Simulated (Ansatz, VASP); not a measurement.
AlRu in VASP and in Ansatz

```xyz
2
Lattice="2.9916 0.0000 0.0000 0.0000 2.9916 0.0000 0.0000 0.0000 2.9168" Properties=species:S:1:pos:R:3 pbc="T T T"
Al    0.0000    0.0000    0.0000
Ru    1.4958    1.4958    1.4584
```

Change from the starting cell: strain +0.000 along x and y, -0.025 along z, atoms carried along.

Alike in both runs: task single point; functional r2SCAN; k mesh 16 × 16 × 16; occupations gaussian, width 0.15 eV; no spin polarisation.

|  | VASP | Ansatz |
| --- | --- | --- |
| version | VASP 6.6.1 | Ansatz 0.2.0 |
| potentials or method | VASP PAW PBE potentials, release 64 (Al, Ru_pv), cutoff 520 eV | scalar-relativistic, plane waves, PAW |
| valence electrons in the cell | 17 | 19 |

Ansatz gave:

```
gap on the k mesh at the Fermi level (eV)                     : none
pressure (GPa)                                                : 3.8
traceless stress, the component that is largest in VASP (GPa) : 3.40
```

Q: Estimate VASP's values.

A: gap on the k mesh at the Fermi level (eV): none; pressure (GPa): 4.0; traceless stress, the component that is largest in VASP (GPa): 3.41.

VASP's potentials were made for PBE, not for r2SCAN. A gap of «none» marks a metal or a gap that the smearing closes. VASP's potentials hold 17 valence electrons a cell and Ansatz's 19, so a difference there can come from the potentials and not from the codes.
